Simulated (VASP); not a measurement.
The system is Si7P.

```
Si P
1.0
     5.40981    0.05098    0.00979
     0.05098    5.29981   -0.04482
     0.00979   -0.04482    5.37044
Si P
7 1
Cartesian
  0.0635 2.5889 2.6993
  3.9842 4.0407 1.3794
  2.7479 -0.0058 2.7676
  4.0316 1.3334 4.0252
  2.7430 2.6948 -0.0348
  1.3978 3.9499 3.9506
  1.4824 1.3181 1.2579
  -0.0387 -0.0021 -0.0391
```

| Item | Value |
| --- | --- |
| Program | VASP 6.6.1 |
| Task | relaxation of cell and atoms |
| Functional | PBE |
| Potentials or basis | VASP PAW PBE potentials, release 64 (Si, P) |
| Cutoff | 600 eV |
| k mesh | 4 × 4 × 4 |
| Occupations | gaussian, width 0.2 eV |
| Spin | no spin polarisation |

At the start: pressure 4.0 GPa; volume 19.24 Å³/atom.

How do energy, volume and symmetry change on relaxing?

Over 17 steps the energy falls by 54.6 meV/atom and the volume is 19.92 Å³/atom (+3.5 %); space group P1 (No. 1, to 0.1 Å) before, P-43m (No. 215, to 0.1 Å).

Step by step:
```
step  energy change (eV)  largest force (eV/Å)  pressure (GPa)  volume (Å³)
   1              0.0000                2.4261            4.04       153.95
   2             -0.2607                0.9346           -2.54       164.95
   3             -0.3444                0.8126           -0.78       161.03
   4             -0.4139                0.2080           -0.47       160.17
   5             -0.4159                0.2587           -0.38       160.00
   6             -0.4247                0.1377            0.26       158.80
   7             -0.4247                0.1371            0.23       158.86
   8             -0.4287                0.1117            0.08       159.15
   9             -0.4302                0.1675           -0.09       159.47
  10             -0.4334                0.0888           -0.07       159.47
  11             -0.4351                0.0884           -0.06       159.46
  12             -0.4351                0.0885           -0.06       159.46
  13             -0.4360                0.0709            0.06       159.25
  14             -0.4362                0.0546            0.02       159.32
  15             -0.4368                0.0299            0.00       159.36
  16             -0.4369                0.0452           -0.01       159.38
  17             -0.4371                0.0185            0.00       159.36
```

Final structure:
```cif
data_structure
_symmetry_space_group_name_H-M 'P 1'
_symmetry_Int_Tables_number 1
_cell_length_a 5.4148
_cell_length_b 5.4248
_cell_length_c 5.4253
_cell_angle_alpha 90.004
_cell_angle_beta 90.000
_cell_angle_gamma 90.130
_cell_volume 159.36
loop_
_atom_site_label
_atom_site_type_symbol
_atom_site_fract_x
_atom_site_fract_y
_atom_site_fract_z
_atom_site_occupancy
Si1 Si 0.00044 0.49985 0.49962 1
Si2 Si 0.74836 0.74867 0.25183 1
Si3 Si 0.50006 0.00031 0.49998 1
Si4 Si 0.74874 0.25132 0.74906 1
Si5 Si 0.49983 0.50024 0.99972 1
Si6 Si 0.25121 0.74907 0.74915 1
Si7 Si 0.25163 0.25082 0.25074 1
P1 P 0.99972 0.99972 0.99991 1
```

Caveat: the highest band is partly filled, so the run has too few bands.
